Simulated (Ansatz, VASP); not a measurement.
# Two plane-wave programs on MgZn2TeS2

Contents of INCAR:

```
SYSTEM = MgZn2TeS2
PREC     = Accurate       ! precision mode
ENCUT    = 600            ! plane-wave cutoff, eV
EDIFF    = 1E-6           ! SCF threshold, eV
ISMEAR   = 0              ! smearing method
SIGMA    = 0.1            ! smearing width, eV
LREAL    = .FALSE.        ! projectors in reciprocal space
LASPH    = .TRUE.         ! aspherical terms in the spheres
NELM     = 100            ! most SCF steps
ALGO     = Normal         ! electronic algorithm
ISIF     = 3              ! what is computed and relaxed
LWAVE    = .FALSE.        ! write WAVECAR
LCHARG   = .FALSE.        ! write CHGCAR
GGA      = PE             ! functional
IBRION   = 2              ! ionic algorithm
NSW      = 90             ! ionic steps
EDIFFG   = -0.04          ! ionic threshold
```

File KPOINTS:

```
regular mesh
0
G
  4 4 4
  0 0 0
```

POSCAR

```
MgZn2TeS2
1.0
    4.7749096791      0.0000000000      0.0000000000
    0.0000000000      5.4718775145      0.0000000000
    0.0000000000      0.0000000000      5.5409134339
Mg Zn Te S
1 2 1 2
Direct
    0.5000000000      0.5000000000      0.5000000000
    0.0000000000      0.7323068151      0.0000000000
    0.0000000000      0.2676931849      0.0000000000
    0.5000000000      0.0000000000      0.5000000000
    0.0000000000      0.5000000000      0.5000000000
    0.5000000000      0.0000000000      0.0000000000
```

Input for Ansatz:

```yaml
crystal:
  lattice:
    - [4.7749096791, 0.0, 0.0]
    - [0.0, 5.4718775145, 0.0]
    - [0.0, 0.0, 5.5409134339]
  atoms:
    - { symbol: Mg, position: [0.5, 0.5, 0.5] }
    - { symbol: Zn, position: [0.0, 0.7323068151, 0.0] }
    - { symbol: Zn, position: [0.0, 0.2676931849, 0.0] }
    - { symbol: Te, position: [0.5, 0.0, 0.5] }
    - { symbol: S, position: [0.0, 0.5, 0.5] }
    - { symbol: S, position: [0.5, 0.0, 0.0] }
basis:
  ecutwfc: 420
kpoints:
  mp_grid: { grid: [4, 4, 4] }
hamiltonian:
  xc: pbe
scf:
  occupations: { method: gaussian, width: 0.1 }
  lower_state_search: "off"
output:
  forces: true
  stress: true
  eigenvalues: true
relax:
  adjacent_minimum: "off"
  f_tol: 0.04
  max_steps: 70
  cell: { stress_tol: 0.4 }
```

Change from the starting cell: species swapped into the LiCa2NiN2 type (Pmmm, No. 47).

Alike in both runs: task relaxation of cell and atoms; functional PBE; k mesh 4 × 4 × 4; occupations gaussian, width 0.1 eV; no spin polarisation.

|  | VASP | Ansatz |
| --- | --- | --- |
| version | VASP 6.6.1 | Ansatz 0.2.0 |
| potentials or method | VASP PAW PBE potentials, release 64 (Mg, Zn, Te, S), cutoff 600 eV | scalar-relativistic, plane waves, PAW |
| valence electrons in the cell | 44 | 62 |

VASP gave:

| Quantity | Value |
| --- | --- |
| gap on the k mesh at the Fermi level, each at its own relaxed structure (eV) | none |
| relaxed volume (Å³/atom) | 24.05 |
| relaxed length of the cell vector where the two differ most in proportion (Å) | 4.737 |

**Question.** Estimate Ansatz's values.

**Answer.** gap on the k mesh at the Fermi level, each at its own relaxed structure (eV): none; relaxed volume (Å³/atom): 24.09; relaxed length of the cell vector where the two differ most in proportion (Å): 4.746.

A gap of «none» marks a metal or a gap that the smearing closes. VASP's potentials hold 44 valence electrons a cell and Ansatz's 62, so a difference there can come from the potentials and not from the codes.

Spin-orbit coupling is off throughout.
